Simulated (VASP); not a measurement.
A run of VASP 6.6.1:

Contents of INCAR:

```
PREC     = Accurate       # precision mode
ENCUT    = 520            # plane-wave cutoff, eV
EDIFF    = 1E-6           # SCF threshold, eV
ISMEAR   = 0              # smearing method
SIGMA    = 0.01           # smearing width, eV
LREAL    = False          # projectors in reciprocal space
LASPH    = True           # aspherical terms in the spheres
NELM     = 60             # most SCF steps
ALGO     = Normal         # electronic algorithm
ISIF     = 2              # what is computed and relaxed
LWAVE    = False          # write WAVECAR
LCHARG   = True           # write CHGCAR
GGA      = CA             # functional
LELF     = True           # ELF
LVHAR    = True         
NBANDS   = 14             # bands
```

KPOINTS

```
Automatic mesh
0
Gamma
  10 10 10
```

Contents of POSCAR:

```
NaF
1.0
    0.0000000000      2.2405223142      2.2405223142
    2.2405223142      0.0000000000      2.2405223142
    2.2405223142      2.2405223142      0.0000000000
Na F
1 1
Direct
    0.0000000000      0.0000000000      0.0000000000
    0.5000000000      0.5000000000      0.5000000000
```

Potentials or basis: VASP PAW LDA potentials, release 64 (Na_pv, F).

The run is started by

```console
$ cat potpaw_LDA.64/Na_pv/POTCAR potpaw_LDA.64/F/POTCAR > POTCAR
$ mpirun -np 1 vasp_std > vasp.out
```

Hardware: 1 thread of Intel(R) Xeon(R) Platinum 8488C (Sapphire Rapids) (shared host).

Q: Estimate the wall time of this run.

A: Run time: 6.4 s on 1 thread of Intel(R) Xeon(R) Platinum 8488C (Sapphire Rapids) (shared host), peak memory 0.12 GiB. Counts: scf iterations 12, k points 47.
